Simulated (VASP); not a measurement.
# Ga (R-3m) in VASP: a series of runs

The runs below take Ga through single point, relaxation of cell and atoms, with PBE.

Program: VASP 6.6.1. These are calculated values, not measurements. Logs are shortened: lines on timing, memory, paths and dates and some standing lists are left out, and cuts for length are marked.

### Step 1. The cell of the first run

Symmetry: R-3m, No. 166, trigonal system. The conventional cell has a = 3.493 Å, b = 3.493 Å, c = 5.580 Å, α = 90.00°, β = 90.00°, γ = 120.00°. Within 3.6 Å of Ga (site symmetry -3m) lie 12 Ga at 2.74 to 3.49 Å.

### Step 2. Single point, PBE

INCAR reads:

```
ALGO     = Normal         # electronic algorithm
EDIFF    = 1E-6           # SCF threshold, eV
ENCUT    = 520            # plane-wave cutoff, eV
GGA      = PE             # functional
ISIF     = 2              # what is computed and relaxed
ISMEAR   = 0              # smearing method
LASPH    = T              # aspherical terms in the spheres
LCHARG   = F              # write CHGCAR
LREAL    = F              # projectors in reciprocal space
LWAVE    = F              # write WAVECAR
NBANDS   = 20             # bands
NELM     = 100            # most SCF steps
PREC     = Accurate       # precision mode
SIGMA    = 0.1            # smearing width, eV
```

KPOINTS reads:

```
k-points
0
Gamma
  6 6 6
```

POSCAR reads:

```
Ga
1.0
    1.7463559598      1.0082590835      3.7203122698
   -1.7463559598      1.0082590835      3.7203122698
    0.0000000000     -2.0165181670      3.7203122698
Ga
2
Direct
    0.2498865556      0.2498865556      0.2498865556
    0.7501134444      0.7501134444      0.7501134444
```

Potentials or basis: VASP PAW PBE potentials, release 64 (Ga_d).

On the command line:

```sh
$ cat potpaw_PBE.64/Ga_d/POTCAR > POTCAR
$ mpirun -np 1 vasp_std > vasp.out
```

OUTCAR:

```text
EDIFF = 1E-6
   ENCUT = 520
   GGA = PE
   ISIF = 2
   ISMEAR = 0
   LASPH = T
   LREAL = F
   NELM = 100
   PREC = Accurate

 ion  position               nearest neighbor table
   1  0.250  0.250  0.250-   2 2.74   2 2.74   2 2.74   2 2.75   2 2.75   2 2.75
   2  0.750  0.750  0.750-   1 2.74   1 2.74   1 2.74   1 2.75   1 2.75   1 2.75

  LATTYP: Found a trigonal (rhomboedric) cell.
 ALAT       =     4.2316744798
 COS(alpha) =     0.6593793038

  Lattice vectors:

 A1 = (   1.7463559598,   1.0082590835,   3.7203122698)
 A2 = (  -1.7463559598,   1.0082590835,   3.7203122698)
 A3 = (   0.0000000000,  -2.0165181670,   3.7203122698)

Analysis of symmetry for initial positions (statically):
=====================================================================
 Subroutine PRICEL returns:
 Original cell was already a primitive cell.

 Routine SETGRP: Setting up the symmetry group for a
 trigonal (rhombohedral) supercell.

 Subroutine GETGRP returns: Found 12 space group operations
 (whereof 12 operations were pure point group operations)
 out of a pool of 12 trial point group operations.

The static configuration has the point symmetry D_3d.

Analysis of symmetry for dynamics (positions and initial velocities):
=====================================================================
 Subroutine PRICEL returns:
 Original cell was already a primitive cell.

 Routine SETGRP: Setting up the symmetry group for a
 trigonal (rhombohedral) supercell.

 Subroutine GETGRP returns: Found 12 space group operations
 (whereof 12 operations were pure point group operations)
 out of a pool of 12 trial point group operations.

The dynamic configuration has the point symmetry D_3d.

 Subroutine INISYM returns: Found 12 space group operations
 (whereof 12 operations are pure point group operations),
 and found     1 'primitive' translations

----------------------------------------------------------------------------------------

                                     Primitive cell

  volume of cell :      39.3039

  direct lattice vectors                    reciprocal lattice vectors
     1.746355960  1.008259084  3.720312270     0.286310472  0.165301428  0.089598214
    -1.746355960  1.008259084  3.720312270    -0.286310472  0.165301428  0.089598214
     0.000000000 -2.016518167  3.720312270     0.000000000 -0.330602857  0.089598214

  length of vectors
     4.231674480  4.231674480  4.231674480     0.342528960  0.342528960  0.342528960

  position of ions in fractional coordinates (direct lattice)
     0.249886556  0.249886556  0.249886556
     0.750113444  0.750113444  0.750113444

  ion indices of the primitive-cell ions
   primitive index   ion index
                 1           1
                 2           2

----------------------------------------------------------------------------------------

 KPOINTS: k-points

Automatic generation of k-mesh.
 Grid dimensions read from file:
 generate k-points for:    6    6    6

 Generating k-lattice:

  Cartesian coordinates                     Fractional coordinates (reciprocal lattice)
     0.047718412  0.027550238  0.014933036     0.166666667  0.000000000  0.000000000
    -0.047718412  0.027550238  0.014933036     0.000000000  0.166666667  0.000000000
     0.000000000 -0.055100476  0.014933036     0.000000000  0.000000000  0.166666667

  Length of vectors
     0.057088160  0.057088160  0.057088160

  Shift w.r.t. Gamma in fractional coordinates (k-lattice)
     0.000000000  0.000000000  0.000000000

 Subroutine IBZKPT returns following result:
 ===========================================

 Found     32 irreducible k-points:

 Following reciprocal coordinates:
            Coordinates               Weight
  0.000000  0.000000  0.000000      1.000000
  0.166667  0.000000 -0.000000      6.000000
  0.333333 -0.000000 -0.000000      6.000000
  0.500000  0.000000  0.000000      3.000000
  0.166667  0.166667 -0.000000      6.000000
  0.333333  0.166667  0.000000     12.000000
[... 16 lines left out ...]
  0.500000  0.500000  0.166667      6.000000
 -0.333333  0.500000  0.166667     12.000000
 [... further k-points ...]
   k-points           NKPTS =     32   k-points in BZ     NKDIM =     32   number of bands    NBANDS=     20
   number of dos      NEDOS =    301   number of ions     NIONS =      2
   total plane-waves  NPLWV =  32768
   dimension x,y,z NGX =    32 NGY =   32 NGZ =   32
   dimension x,y,z NGXF=    64 NGYF=   64 NGZF=   64
   ions per type =               2
   NGX,Y,Z   is equivalent  to a cutoff of  12.57, 12.57, 12.57 a.u.
   NGXF,Y,Z  is equivalent  to a cutoff of  25.14, 25.14, 25.14 a.u.
 SYSTEM =  unknown system
   PREC   = accura    normal or accurate (medium, high low for compatibility)
   ISTART =      0    job   : 0-new  1-cont  2-samecut
   ICHARG =      2    charge: 1-file 2-atom 10-const
   ISPIN  =      1    spin polarized calculation?
   LNONCOLLINEAR =      F non collinear calculations
   LSORBIT =      F    spin-orbit coupling
   LASPH  =      T    aspherical Exc in radial PAW
   ENCUT  =  520.0 eV  38.22 Ry    6.18 a.u.   7.87  7.87  7.87*2*pi/ulx,y,z
   NELM   =    100;   NELMIN=  2; NELMDL= -5     # of ELM steps
   EDIFF  = 0.1E-05   stopping-criterion for ELM
   LREAL  =      F    real-space projection
   EDIFFG = 0.1E-04   stopping-criterion for IOM
   NSW    =      0    number of steps for IOM
   IBRION =     -1    ionic relax: 0-MD 1-quasi-New 2-CG
   NFREE  =      0    steps in history (QN), initial steepest desc. (CG)
   ISIF   =      2    stress and relaxation
   ISYM   =      2    0-nonsym 1-usesym 2-fastsym
   POTIM  = 0.5000    time-step for ionic-motion
   TEBEG  =    0.0;   TEEND  =   0.0 temperature during run
   PSTRESS=    0.0 pullay stress
   NELECT =      26.0000    total number of electrons
   NUPDOWN=      -1.0000    fix difference up-down
   EMIN   =  10.00;   EMAX   =-10.00  energy-range for DOS
   EFERMI =   0.00;   METHOD = LEGACY
   ISMEAR =     0;   SIGMA  =   0.10  broadening in eV -4-tet -1-fermi 0-gaus
   EFERMI_NEDOS =   21; number of points for ismear=-14 and -15
   IALGO  =     38    algorithm
   IMIX   =      4    mixing-type and parameters
     AMIX     =   0.40;   BMIX     =  1.00
     AMIX_MAG =   1.60;   BMIX_MAG =  1.00
  volume/ion in A,a.u.               =      19.65       132.62
  Fermi-wavevector in a.u.,A,eV,Ry     =   1.426442  2.695584 27.684272  2.034737
  Thomas-Fermi vector in A             =   2.546718
   LORBIT       =      0    0 simple, 1 ext, 2 COOP (PROOUT), +10 PAW based schemes
   GGA     = PE    functional components
   LHFCALC =     F    Hartree Fock is set to
   AEXX    =    0.0000 exact exchange contribution
   IVDW    =     0    specifies the selected vdW correction
   LEPSILON=     F    determine dielectric tensor
   LRPA    =     F    only Hartree local field effects (RPA)
 non-spin polarized calculation
 Gauss-broadening in eV      SIGMA  =   0.10
  energy-cutoff  :      520.00
  volume of cell :       39.30
 maximum number of plane-waves:      1088
   NGX = 15   NGY = 15   NGZ = 15

 number of electron      25.9999984 magnetization

 Free energy of the ion-electron system (eV)
  ---------------------------------------------------
  ext. energy  EPLUGINS =         0.00000000
  ---------------------------------------------------
  free energy    TOTEN  =        -5.74680842 eV

  energy without entropy =       -5.74560338  energy(sigma->0) =       -5.74620590

 E-fermi :   4.8684     XC(G=0): -10.7550

 val. band max:        4.7415208081   @ k =  -0.3333   0.3333   0.0000
 cond. band min:       4.9988312159   @ k =  -0.3333   0.1667   0.0000
 fundamental gap:      0.2573104078
 Fermi energy:         4.8684249297

 k-point     1 :       0.0000    0.0000    0.0000
  band No.  band energies     occupation
      1     -10.0668      2.00000
      2     -10.0668      2.00000
      3      -9.9533      2.00000
      4      -9.9144      2.00000
      5      -9.9144      2.00000
      6      -9.6487      2.00000
[... 12 lines left out ...]
     19      15.0848      0.00000
     20      15.0849      0.00000

 k-point     2 :       0.1667    0.0000   -0.0000
  band No.  band energies     occupation
      1     -10.0397      2.00000
      2     -10.0292      2.00000
      3      -9.9212      2.00000
      4      -9.9048      2.00000
      5      -9.8855      2.00000
      6      -9.6681      2.00000
[... 12 lines left out ...]
     19      13.4296      0.00000
     20      16.2267      0.00000

 k-point     3 :       0.3333   -0.0000   -0.0000
  band No.  band energies     occupation
      1      -9.9592      2.00000
      2      -9.9258      2.00000
      3      -9.8735      2.00000
      4      -9.8390      2.00000
      5      -9.8155      2.00000
      6      -9.7267      2.00000
[... 12 lines left out ...]
     19      12.8566      0.00000
     20      19.0716      0.00000

 k-point     4 :       0.5000    0.0000    0.0000
  band No.  band energies     occupation
      1      -9.8417      2.00000
      2      -9.8409      2.00000
      3      -9.7977      2.00000
      4      -9.7965      2.00000
      5      -9.7869      2.00000
      6      -9.7844      2.00000
[... 12 lines left out ...]
     19      15.0300      0.00000
     20      15.0338      0.00000

 k-point     5 :       0.1667    0.1667   -0.0000
  band No.  band energies     occupation
      1     -10.0587      2.00000
      2      -9.9979      2.00000
      3      -9.9433      2.00000
      4      -9.8893      2.00000
      5      -9.8656      2.00000
      6      -9.6765      2.00000
[... 12 lines left out ...]
     19      15.2376      0.00000
     20      16.9405      0.00000
[... 353 lines left out ...]
      6      -9.7456      2.00000
[... 12 lines left out ...]
     19      16.2641      0.00000
     20      18.0865      0.00000

 k-point    22 :      -0.1667    0.3333    0.1667
  band No.  band energies     occupation
      1     -10.0016      2.00000
      2      -9.9251      2.00000
      3      -9.8841      2.00000
      4      -9.8528      2.00000
      5      -9.7643      2.00000
      6      -9.7529      2.00000
[... 12 lines left out ...]
     19      16.8174      0.00000
     20      20.1069      0.00000

 k-point    23 :       0.5000    0.5000    0.1667
  band No.  band energies     occupation
      1     -10.0086      2.00000
      2      -9.9703      2.00000
      3      -9.9214      2.00000
      4      -9.8650      2.00000
      5      -9.7606      2.00000
      6      -9.7317      2.00000
[... 12 lines left out ...]
     19      16.8819      0.00000
     20      20.1170      0.00000

 k-point    24 :      -0.3333    0.5000    0.1667
  band No.  band energies     occupation
      1     -10.0009      2.00000
      2      -9.9795      2.00000
      3      -9.9216      2.00000
      4      -9.8488      2.00000
      5      -9.7749      2.00000
      6      -9.7183      2.00000
[... 12 lines left out ...]
     19      16.4835      0.00000
     20      18.4487      0.00000

 [... further k-points ...]
[... 5 lines left out ...]
  --------------------------------------------------------------------------------------
  -------------------------------------------------------------------------------------
  Total       -0.0324372     -0.0324372      0.0334281      0.0000000      0.0000000      0.0000000
  in kB       -1.3222629     -1.3222629      1.3626571      0.0000000      0.0000000      0.0000000
  external PRESSURE =      -0.4272896 kB  Pullay stress =       0.0000000 kB

 VOLUME and BASIS-vectors are now :
 -----------------------------------------------------------------------------
  energy-cutoff  :      520.00
  volume of cell :       39.30
      direct lattice vectors                 reciprocal lattice vectors
     1.746355960  1.008259084  3.720312270     0.286310472  0.165301428  0.089598214
    -1.746355960  1.008259084  3.720312270    -0.286310472  0.165301428  0.089598214
     0.000000000 -2.016518167  3.720312270     0.000000000 -0.330602857  0.089598214

 POSITION                                       TOTAL-FORCE (eV/Angst)
 -----------------------------------------------------------------------------------
      0.00000      0.00000      2.78897         0.000000      0.000000      0.013645
      0.00000      0.00000      8.37197         0.000000      0.000000     -0.013645
 -----------------------------------------------------------------------------------
    total drift:                               -0.000000     -0.000000      0.000000

  FREE ENERGIE OF THE ION-ELECTRON SYSTEM (eV)
  ---------------------------------------------------
  free  energy   TOTEN  =        -5.7468084170 eV

  energy  without entropy=       -5.7456033807  energy(sigma->0) =       -5.74620590
```

It took 20 s on 1 thread of Intel Xeon Platinum 8259CL at 2.50GHz (Skylake/Cascade Lake), shared host; peak memory 0.17 GiB.

Results:

```
Free energy            : -5.7468 eV
Pressure               : 0.0 GPa
Largest force          : 0.014 eV/Å
Band gap on the k mesh : zero (band 13 reaches 10.61 eV, above the bottom of band 14 at 3.15 eV)
```

Forces on the atoms (eV/Å):
```
Ga   0.000  0.000  0.014
Ga   0.000  0.000 -0.014
```

(Part 1 of 2 ends here.)
